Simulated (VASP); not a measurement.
A run of VASP 6.6.1 is set up as follows.

INCAR

```
PREC = Accurate ; ENCUT = 520
EDIFF = 1E-6 ; ISMEAR = -1
SIGMA = 0.1 ; LREAL = False
LASPH = True ; NELM = 100
ALGO = Normal ; ISIF = 2
LWAVE = False ; LCHARG = True
LELF = True ; LVHAR = True
NBANDS = 24
```

File KPOINTS:

```
regular mesh
0
Gamma
  7 7 7
```

The input POSCAR:

```
LaMgO3
1.0
    3.7901947760      0.0000000000      0.0000000000
    0.0000000000      3.7901947760      0.0000000000
    0.0000000000      0.0000000000      3.7901947760
La Mg O
1 1 3
Direct
    0.0000000000      0.0000000000      0.0000000000
    0.5000000000      0.5000000000      0.5000000000
    0.5000000000      0.5000000000      0.0000000000
    0.5000000000      0.0000000000      0.5000000000
    0.0000000000      0.5000000000      0.5000000000
```

Potentials or basis: VASP PAW LDA potentials, release 64 (La, Mg, O).

Command:

```console
$ cat potpaw_LDA.64/La/POTCAR potpaw_LDA.64/Mg/POTCAR potpaw_LDA.64/O/POTCAR > POTCAR
$ mpirun -np 1 vasp_std > vasp.out
```

Q: Predict the pressure.

A: 7.5 GPa.

Caveat: an odd number of electrons without spin polarisation forces a metal; a magnetic or distorted state may lie lower.
